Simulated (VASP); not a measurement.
# Si3Ge (P-4m2) in VASP: further runs

The runs below take Si3Ge through single point, with r2SCAN.

Program: VASP 6.6.1. These are calculated values, not measurements. Logs are shortened: lines on timing, memory, paths and dates and some standing lists are left out, and cuts for length are marked.

## Step 1: The cell of the first run

It takes space group P-4m2 (No. 115, tetragonal). The conventional cell has a = 3.927 Å, b = 3.927 Å, c = 5.538 Å, α = 90.00°, β = 90.00°, γ = 90.00°. Within 3.2 Å of Si (site symmetry 2mm) lie 2 Si at 2.39 Å and 2 Ge at 2.42 Å. Si (site symmetry -4m2) has 4 Si at 2.39 Å within 3.2 Å. Ge (site symmetry -4m2) has 4 Si at 2.42 Å within 3.2 Å.

## Step 2: Single point, r2SCAN (volume changed by +3%)

Contents of POSCAR:

```
Si3Ge
1.0
    3.9265951293      0.0000000000      0.0000000000
    0.0000000000      3.9265951293      0.0000000000
    0.0000000000      0.0000000000      5.5379749624
Si Ge
3 1
Direct
    0.5000000000      0.0000000000      0.7548774919
    0.5000000000      0.5000000000      0.0000000000
    0.0000000000      0.5000000000      0.2451225081
    0.0000000000      0.0000000000      0.5000000000
```

Contents of INCAR.step1:

```
ALGO = Normal ; EDIFF = 1E-4
ENCUT = 520 ; GGA = PE
ISMEAR = 0 ; LASPH = True
LCHARG = False ; LREAL = False
LWAVE = True ; NBANDS = 21
NELM = 100 ; PREC = Accurate
SIGMA = 0.01
```

Contents of INCAR.step2:

```
ALGO = Normal ; EDIFF = 1E-6
ENCUT = 520 ; ISIF = 2
ISMEAR = 0 ; ISTART = 1
LASPH = True ; LCHARG = True
LELF = True ; LMIXTAU = True
LREAL = False ; LVHAR = True
LWAVE = False ; METAGGA = R2SCAN
NBANDS = 21 ; NELM = 100
PREC = Accurate ; SIGMA = 0.01
```

Contents of KPOINTS:

```
k-points
0
Gamma
  6 6 4
```

Potentials or basis: VASP PAW PBE potentials, release 64 (Si, Ge_d).

Run with:

```
$ cat potpaw_PBE.64/Si/POTCAR potpaw_PBE.64/Ge_d/POTCAR > POTCAR
$ cp INCAR.step1 INCAR
$ mpirun -np 1 vasp_std > vasp.out
$ cp INCAR.step2 INCAR
$ mpirun -np 1 vasp_std > vasp.out
```

OUTCAR:

```text
EDIFF = 1E-6
   ENCUT = 520
   ISIF = 2
   ISMEAR = 0
   ISTART = 1
   LASPH = True
   LREAL = False
   METAGGA = R2SCAN
   NELM = 100
   PREC = Accurate

 ion  position               nearest neighbor table
   1  0.500  0.000  0.755-   2 2.39   2 2.39   4 2.42   4 2.42
   2  0.500  0.500  0.000-   1 2.39   3 2.39   1 2.39   3 2.39
   3  0.000  0.500  0.245-   2 2.39   2 2.39   4 2.42   4 2.42
   4  0.000  0.000  0.500-   1 2.42   3 2.42   3 2.42   1 2.42

  LATTYP: Found a simple tetragonal cell.
 ALAT       =     3.9265951293
 C/A-ratio  =     1.4103758549

  Lattice vectors:

 A1 = (   3.9265951293,   0.0000000000,   0.0000000000)
 A2 = (   0.0000000000,   3.9265951293,   0.0000000000)
 A3 = (   0.0000000000,   0.0000000000,   5.5379749624)

Analysis of symmetry for initial positions (statically):
=====================================================================
 Subroutine PRICEL returns:
 Original cell was already a primitive cell.

 Routine SETGRP: Setting up the symmetry group for a
 simple tetragonal supercell.

 Subroutine GETGRP returns: Found  8 space group operations
 (whereof  8 operations were pure point group operations)
 out of a pool of 16 trial point group operations.

The static configuration has the point symmetry D_2d.

Analysis of symmetry for dynamics (positions and initial velocities):
=====================================================================
 Subroutine PRICEL returns:
 Original cell was already a primitive cell.

 Routine SETGRP: Setting up the symmetry group for a
 simple tetragonal supercell.

 Subroutine GETGRP returns: Found  8 space group operations
 (whereof  8 operations were pure point group operations)
 out of a pool of 16 trial point group operations.

The dynamic configuration has the point symmetry D_2d.

 Subroutine INISYM returns: Found  8 space group operations
 (whereof  8 operations are pure point group operations),
 and found     1 'primitive' translations

----------------------------------------------------------------------------------------

                                     Primitive cell

  volume of cell :      85.3853

  direct lattice vectors                    reciprocal lattice vectors
     3.926595129  0.000000000  0.000000000     0.254673570  0.000000000  0.000000000
     0.000000000  3.926595129  0.000000000     0.000000000  0.254673570  0.000000000
     0.000000000  0.000000000  5.537974962     0.000000000  0.000000000  0.180571419

  length of vectors
     3.926595129  3.926595129  5.537974962     0.254673570  0.254673570  0.180571419

  position of ions in fractional coordinates (direct lattice)
     0.500000000  0.000000000  0.754877492
     0.500000000  0.500000000  0.000000000
     0.000000000  0.500000000  0.245122508
     0.000000000  0.000000000  0.500000000

  ion indices of the primitive-cell ions
   primitive index   ion index
                 1           1
                 2           2
                 3           3
                 4           4

----------------------------------------------------------------------------------------

 KPOINTS: k-points

Automatic generation of k-mesh.
 Grid dimensions read from file:
 generate k-points for:    6    6    4

 Generating k-lattice:

  Cartesian coordinates                     Fractional coordinates (reciprocal lattice)
     0.042445595  0.000000000  0.000000000     0.166666667  0.000000000  0.000000000
     0.000000000  0.042445595  0.000000000     0.000000000  0.166666667  0.000000000
     0.000000000  0.000000000  0.045142855     0.000000000  0.000000000  0.250000000

  Length of vectors
     0.042445595  0.042445595  0.045142855

  Shift w.r.t. Gamma in fractional coordinates (k-lattice)
     0.000000000  0.000000000  0.000000000

 Subroutine IBZKPT returns following result:
 ===========================================

 Found     30 irreducible k-points:

 Following reciprocal coordinates:
            Coordinates               Weight
  0.000000  0.000000  0.000000      1.000000
  0.166667  0.000000  0.000000      4.000000
  0.333333  0.000000  0.000000      4.000000
  0.500000  0.000000  0.000000      2.000000
  0.166667  0.166667  0.000000      4.000000
  0.333333  0.166667  0.000000      8.000000
[... 16 lines left out ...]
  0.333333  0.000000  0.500000      4.000000
  0.500000  0.000000  0.500000      2.000000
 [... further k-points ...]
   k-points           NKPTS =     30   k-points in BZ     NKDIM =     30   number of bands    NBANDS=     21
   number of dos      NEDOS =    301   number of ions     NIONS =      4
   total plane-waves  NPLWV =  37800
   dimension x,y,z NGX =    30 NGY =   30 NGZ =   42
   dimension x,y,z NGXF=    60 NGYF=   60 NGZF=   84
   ions per type =               3   1
   NGX,Y,Z   is equivalent  to a cutoff of  12.70, 12.70, 12.61 a.u.
   NGXF,Y,Z  is equivalent  to a cutoff of  25.40, 25.40, 25.22 a.u.
 SYSTEM =  unknown system
[... 40 lines left out ...]
 non-spin polarized calculation
 Gauss-broadening in eV      SIGMA  =   0.01
  energy-cutoff  :      520.00
  volume of cell :       85.39
 maximum number of plane-waves:      2324
 NGX is ok and might be reduce to    30
   NGX = 15   NGY = 15   NGZ = 21

 number of electron      26.0000023 magnetization

 Free energy of the ion-electron system (eV)
  ---------------------------------------------------
  ext. energy  EPLUGINS =         0.00000000
  ---------------------------------------------------
  free energy    TOTEN  =       -40.12387615 eV

  energy without entropy =      -40.12387615  energy(sigma->0) =      -40.12387615

 E-fermi :   5.2313     XC(G=0):  -9.9845

 val. band max:        5.1665619763   @ k =   0.0000   0.0000   0.0000
 cond. band min:       5.7986039524   @ k =   0.5000   0.5000   0.0000
 fundamental gap:      0.6320419761
 Fermi energy:         5.2312851912

 k-point     1 :       0.0000    0.0000    0.0000
  band No.  band energies     occupation
      1     -19.6927      2.00000
      2     -19.6840      2.00000
      3     -19.6840      2.00000
      4     -19.6603      2.00000
      5     -19.6548      2.00000
      6      -7.3495      2.00000
[... 13 lines left out ...]
     20      13.2926      0.00000
     21      13.5166      0.00000

 k-point     2 :       0.1667    0.0000    0.0000
  band No.  band energies     occupation
      1     -19.6909      2.00000
      2     -19.6848      2.00000
      3     -19.6839      2.00000
      4     -19.6596      2.00000
      5     -19.6554      2.00000
      6      -7.1082      2.00000
[... 13 lines left out ...]
     20      12.5677      0.00000
     21      13.4456      0.00000

 k-point     3 :       0.3333    0.0000    0.0000
  band No.  band energies     occupation
      1     -19.6881      2.00000
      2     -19.6859      2.00000
      3     -19.6838      2.00000
      4     -19.6580      2.00000
      5     -19.6565      2.00000
      6      -6.4078      2.00000
[... 13 lines left out ...]
     20      11.5967      0.00000
     21      12.3072      0.00000

 k-point     4 :       0.5000    0.0000    0.0000
  band No.  band energies     occupation
      1     -19.6880      2.00000
      2     -19.6852      2.00000
      3     -19.6837      2.00000
      4     -19.6571      2.00000
      5     -19.6571      2.00000
      6      -5.5059      2.00000
[... 13 lines left out ...]
     20      11.2997      0.00000
     21      11.5475      0.00000

 k-point     5 :       0.1667    0.1667    0.0000
  band No.  band energies     occupation
      1     -19.6892      2.00000
      2     -19.6849      2.00000
      3     -19.6843      2.00000
      4     -19.6590      2.00000
      5     -19.6560      2.00000
      6      -6.8665      2.00000
[... 13 lines left out ...]
     20      12.0227      0.00000
     21      12.1860      0.00000
[... 382 lines left out ...]
     20      11.3956      0.00000
     21      11.3956      0.00000

 k-point    22 :       0.1667    0.0000    0.5000
  band No.  band energies     occupation
      1     -19.6909      2.00000
      2     -19.6848      2.00000
      3     -19.6839      2.00000
      4     -19.6595      2.00000
      5     -19.6554      2.00000
      6      -6.2103      2.00000
[... 13 lines left out ...]
     20      10.4276      0.00000
     21      10.6526      0.00000

 k-point    23 :       0.3333    0.0000    0.5000
  band No.  band energies     occupation
      1     -19.6882      2.00000
      2     -19.6859      2.00000
      3     -19.6838      2.00000
      4     -19.6579      2.00000
      5     -19.6566      2.00000
      6      -5.6635      2.00000
[... 13 lines left out ...]
     20      12.2715      0.00000
     21      12.8604      0.00000

 k-point    24 :       0.5000    0.0000    0.5000
  band No.  band energies     occupation
      1     -19.6882      2.00000
      2     -19.6852      2.00000
      3     -19.6838      2.00000
      4     -19.6571      2.00000
      5     -19.6570      2.00000
      6      -5.2638      2.00000
[... 13 lines left out ...]
     20      13.1569      0.00000
     21      13.3688      0.00000

 [... further k-points ...]
[... 5 lines left out ...]
  --------------------------------------------------------------------------------------
  -------------------------------------------------------------------------------------
  Total       -1.4095783     -1.4095783     -1.3949134      0.0000000      0.0000000      0.0000000
  in kB      -26.4494446    -26.4494446    -26.1742718      0.0000000      0.0000000      0.0000000
  external PRESSURE =     -26.3577203 kB  Pullay stress =       0.0000000 kB

 VOLUME and BASIS-vectors are now :
 -----------------------------------------------------------------------------
  energy-cutoff  :      520.00
  volume of cell :       85.39
      direct lattice vectors                 reciprocal lattice vectors
     3.926595129  0.000000000  0.000000000     0.254673570  0.000000000  0.000000000
     0.000000000  3.926595129  0.000000000     0.000000000  0.254673570  0.000000000
     0.000000000  0.000000000  5.537974962     0.000000000  0.000000000  0.180571419

 POSITION                                       TOTAL-FORCE (eV/Angst)
 -----------------------------------------------------------------------------------
      1.96330      0.00000      4.18049        -0.000000      0.000000      0.023085
      1.96330      1.96330      0.00000        -0.000000     -0.000000      0.000000
      0.00000      1.96330      1.35748         0.000000      0.000000     -0.023085
      0.00000      0.00000      2.76899        -0.000000      0.000000      0.000000
 -----------------------------------------------------------------------------------
    total drift:                                0.000000      0.000000     -0.000000

  FREE ENERGIE OF THE ION-ELECTRON SYSTEM (eV)
  ---------------------------------------------------
  free  energy   TOTEN  =       -40.1238761505 eV

  energy  without entropy=      -40.1238761505  energy(sigma->0) =      -40.12387615
```

Wall time 79 s (1 thread of Intel Xeon Platinum 8559C (Emerald Rapids), shared host); peak memory 0.21 GiB.

What came out:

```yaml
Free_energy: -40.1239 eV
Pressure: -2.6 GPa
Largest_force: 0.023 eV/Å
Band_gap_on_the_k_mesh: 0.63 eV, indirect (least direct gap 0.90 eV)
```

Forces in eV/Å, atoms in the order of the input:
```
Si   0.000  0.000  0.023
Si   0.000  0.000  0.000
Si   0.000  0.000 -0.023
Ge   0.000  0.000  0.000
```

Levels at points of the mesh, in eV from the valence-band top:
```
           k point  band 9  band 10  band 11  band 12  band 13  band 14  band 15  band 16  band 17  band 18
(0.00, 0.00, 0.00)   -3.00    -3.00    -0.02     0.00     0.00     0.90     1.06     2.68     2.72     2.72
(0.50, 0.00, 0.00)   -5.67    -3.83    -3.77    -1.57    -1.30     2.42     2.78     4.91     5.07     5.35
(0.50, 0.50, 0.00)   -8.11    -3.03    -2.97    -2.97    -2.92     0.63     1.08     1.08     1.24    10.17
(0.00, 0.00, 0.50)   -3.64    -2.11    -2.11    -1.85    -1.85     1.13     1.46     3.39     3.50     5.87
(0.50, 0.00, 0.50)   -7.10    -1.48    -1.31    -1.27    -1.15     1.17     1.64     3.49     3.59     3.75
(0.50, 0.50, 0.50)   -7.95    -3.91    -3.91    -3.91    -3.84     4.53     4.71     4.71     4.88     4.97
```

Caveat: the cell differs from its parent crystal (volume changed by +3%); the PAW data sets were made with another functional, which shifts forces and pressure a little. A k mesh can miss the band edges.

## Step 3: Single point, r2SCAN (volume changed by +6%)

Contents of POSCAR:

```
Si3Ge
1.0
    3.9643531680      0.0000000000      0.0000000000
    0.0000000000      3.9643531680      0.0000000000
    0.0000000000      0.0000000000      5.5912279885
Si Ge
3 1
Direct
    0.5000000000      0.0000000000      0.7548774919
    0.5000000000      0.5000000000      0.0000000000
    0.0000000000      0.5000000000      0.2451225081
    0.0000000000      0.0000000000      0.5000000000
```

Contents of INCAR.step1:

```
PREC     = Accurate       # precision mode
ENCUT    = 520            # plane-wave cutoff, eV
ISMEAR   = 0              # smearing method
SIGMA    = 0.01           # smearing width, eV
LREAL    = False          # projectors in reciprocal space
LASPH    = True           # aspherical terms in the spheres
NELM     = 100            # most SCF steps
NBANDS   = 21             # bands
GGA      = PE             # functional
ALGO     = Normal         # electronic algorithm
EDIFF    = 1E-4           # SCF threshold, eV
LWAVE    = True           # write WAVECAR
LCHARG   = False          # write CHGCAR
```

Contents of INCAR.step2:

```
PREC     = Accurate       # precision mode
ENCUT    = 520            # plane-wave cutoff, eV
EDIFF    = 1E-6           # SCF threshold, eV
ISMEAR   = 0              # smearing method
SIGMA    = 0.01           # smearing width, eV
LREAL    = False          # projectors in reciprocal space
LASPH    = True           # aspherical terms in the spheres
NELM     = 100            # most SCF steps
ALGO     = Normal         # electronic algorithm
ISIF     = 2              # what is computed and relaxed
LWAVE    = False          # write WAVECAR
LCHARG   = True           # write CHGCAR
METAGGA  = R2SCAN         # meta-GGA
LMIXTAU  = True         
LELF     = True           # ELF
LVHAR    = True         
NBANDS   = 21             # bands
ISTART   = 1
```

Contents of KPOINTS:

```
regular mesh
0
Gamma
  6 6 4
```

Potentials or basis: VASP PAW PBE potentials, release 64 (Si, Ge_d).

Run with:

```
$ cat potpaw_PBE.64/Si/POTCAR potpaw_PBE.64/Ge_d/POTCAR > POTCAR
$ cp INCAR.step1 INCAR
$ mpirun -np 1 vasp_std > vasp.out
$ cp INCAR.step2 INCAR
$ mpirun -np 1 vasp_std > vasp.out
```

It took 84 s on 1 thread of Intel Xeon Platinum 8559C (Emerald Rapids), shared host; peak memory 0.21 GiB.

Results (log left out):

| Property | Result |
| --- | --- |
| Free energy | -40.0661 eV |
| Pressure | -4.8 GPa |
| Largest force | 0.026 eV/Å |
| Band gap on the k mesh | 0.68 eV, indirect (least direct gap 0.94 eV) |

Forces on the atoms (eV/Å):
```
Si   0.000  0.000  0.026
Si   0.000  0.000  0.000
Si   0.000  0.000 -0.026
Ge   0.000  0.000  0.000
```

Levels at points of the mesh, in eV from the valence-band top:
```csv
k point,band 9,band 10,band 11,band 12,band 13,band 14,band 15,band 16,band 17,band 18
"(0.00, 0.00, 0.00)",-2.92,-2.92,-0.02,0.00,0.00,0.94,1.10,2.36,2.71,2.71
"(0.50, 0.00, 0.00)",-5.62,-3.72,-3.65,-1.53,-1.26,2.39,2.72,4.85,5.01,5.26
"(0.50, 0.50, 0.00)",-8.02,-2.95,-2.89,-2.89,-2.83,0.68,1.12,1.12,1.28,9.93
"(0.00, 0.00, 0.50)",-3.65,-2.05,-2.05,-1.80,-1.80,1.16,1.48,3.36,3.45,5.78
"(0.50, 0.00, 0.50)",-6.96,-1.45,-1.27,-1.24,-1.12,1.07,1.52,3.49,3.60,3.75
"(0.50, 0.50, 0.50)",-7.87,-3.79,-3.79,-3.79,-3.73,4.53,4.70,4.70,4.84,4.87
```

Caveat: the cell differs from its parent crystal (volume changed by +6%); the PAW data sets were made with another functional, which shifts forces and pressure a little. A k mesh can miss the band edges.

## Step 4: Single point, r2SCAN

This run uses another cell than the first one, of 20.72 Å³/atom, 0.971 times its volume.

Contents of POSCAR:

```
Si3Ge
1.0
    3.8880966195      0.0000000000      0.0000000000
    0.0000000000      3.8880966195      0.0000000000
    0.0000000000      0.0000000000      5.4836775937
Si Ge
3 1
Direct
    0.5000000000      0.0000000000      0.7548774919
    0.5000000000      0.5000000000      0.0000000000
    0.0000000000      0.5000000000      0.2451225081
    0.0000000000      0.0000000000      0.5000000000
```

Contents of INCAR.step1:

```
SYSTEM = Si3Ge
PREC = Accurate ; ENCUT = 520
ISMEAR = 0 ; SIGMA = 0.01
LREAL = .False. ; LASPH = .True.
NELM = 80 ; NBANDS = 21
GGA = PE ; ALGO = Normal
EDIFF = 1E-4 ; LWAVE = .True.
LCHARG = .False.
```

Contents of INCAR.step2:

```
SYSTEM = Si3Ge
PREC = Accurate ; ENCUT = 520
EDIFF = 1E-7 ; ISMEAR = 0
SIGMA = 0.01 ; LREAL = .False.
LASPH = .True. ; NELM = 80
ALGO = Normal ; ISIF = 2
LWAVE = .False. ; LCHARG = .False.
METAGGA = R2SCAN ; LMIXTAU = .True.
NBANDS = 21 ; ISTART = 1
```

Contents of KPOINTS:

```
Automatic mesh
0
Gamma
  6 6 6
  0 0 0
```

Run with:

```
$ cat potpaw_PBE.64/Si/POTCAR potpaw_PBE.64/Ge_d/POTCAR > POTCAR
$ cp INCAR.step1 INCAR
$ mpirun -np 1 vasp_std > vasp.out
$ cp INCAR.step2 INCAR
$ mpirun -np 1 vasp_std > vasp.out
```

Wall time 1.9 min (1 thread of Intel Xeon Platinum 8559C (Emerald Rapids), shared host); peak memory 0.22 GiB.

The run converged. Its results:

* Free energy: -40.1463 eV
* Pressure: -0.1 GPa
* Largest force: 0.020 eV/Å
* Band gap on the k mesh: 0.58 eV, indirect (least direct gap 0.85 eV)

Forces in eV/Å, atoms in the order of the input:
```
Si   0.000  0.000  0.020
Si   0.000  0.000  0.000
Si   0.000  0.000 -0.020
Ge   0.000  0.000  0.000
```

Levels at points of the mesh, in eV from the valence-band top:
| k point | band 11 | band 12 | band 13 | band 14 | band 15 | band 16 |
| --- | --- | --- | --- | --- | --- | --- |
| (0.00, 0.00, 0.00) | -0.03 | 0.00 | 0.00 | 0.85 | 1.02 | 2.73 |
| (0.50, 0.00, 0.00) | -3.89 | -1.61 | -1.34 | 2.45 | 2.83 | 4.97 |
| (0.50, 0.50, 0.00) | -3.06 | -3.06 | -3.00 | 0.58 | 1.04 | 1.04 |
| (0.00, 0.00, 0.50) | -2.17 | -1.92 | -1.92 | 1.11 | 1.44 | 3.41 |
| (0.50, 0.00, 0.50) | -1.34 | -1.30 | -1.18 | 1.28 | 1.75 | 3.48 |
| (0.50, 0.50, 0.50) | -4.05 | -4.05 | -3.97 | 4.52 | 4.73 | 4.73 |

Caveat: the PAW data sets were made with another functional, which shifts forces and pressure a little.

## Step 5: Summary

```tsv
cell	k mesh	gap on the mesh (eV)	pressure (GPa)	largest force (eV/Å)
a = 3.927, b = 3.927, c = 5.538 Å, 4 atoms	6 × 6 × 4	0.63	-2.6	0.02
a = 3.964, b = 3.964, c = 5.591 Å, 4 atoms	6 × 6 × 4	0.68	-4.8	0.03
a = 3.888, b = 3.888, c = 5.484 Å, 4 atoms	6 × 6 × 6	0.58	-0.1	0.02
```

Alike in all rows: task single point; level r2SCAN; potentials or basis VASP PAW PBE potentials, release 64 (Si, Ge_d); no spin polarisation; cutoff (eV) 520; smearing gaussian 0.01 eV.

Caveats: the PAW data sets were made with another functional, which shifts forces and pressure a little.

Absolute energies hang on the potentials; compare differences alone.
